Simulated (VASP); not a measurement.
TiSb2, 12 atoms in the cell. It takes space group I4/mcm (No. 140, tetragonal). Conventional cell: a = 6.834 Å, b = 6.834 Å, c = 5.885 Å, α = 90.00°, β = 90.00°, γ = 90.00°. Ti (site symmetry 422) has 2 Ti at 2.94 Å and 8 Sb at 2.98 Å within 3.9 Å. Sb (site symmetry m2m) has 11 Sb at 2.95 to 3.67 Å and 4 Ti at 2.98 Å within 3.9 Å.  This cell differs from its parent crystal: equal strain along all axes, cell held: +3.0 %, then relaxed in part.

```yaml
Program: VASP 6.6.1
Task: single point
Functional: PBEsol
Potentials_or_basis: VASP PAW PBE potentials, release 64 (Ti_sv, Sb)
Cutoff: 520 eV
k_mesh: 6 × 6 × 6
Occupations: gaussian, width 0.1 eV
Spin: no spin polarisation
Dipole_correction: no
Further_INCAR_settings: ALGO = Normal; EDIFF = 1e-06; NBANDS = 56
```

Potentials or basis: VASP PAW PBE potentials, release 64 (Ti_sv, Sb).

Launch:

```console
$ cat potpaw_PBE.64/Ti_sv/POTCAR potpaw_PBE.64/Sb/POTCAR > POTCAR
$ mpirun -np 1 vasp_std > vasp.out
```

Hardware: 1 thread of Intel(R) Xeon(R) Platinum 8488C (Sapphire Rapids), with other jobs on the host.

Problem. How long does it take, and how much memory?

Solution. It took 8.3 min on 1 thread of Intel(R) Xeon(R) Platinum 8488C (Sapphire Rapids), with other jobs on the host, peak memory 0.66 GiB. Counts: scf iterations 15, k points 40.
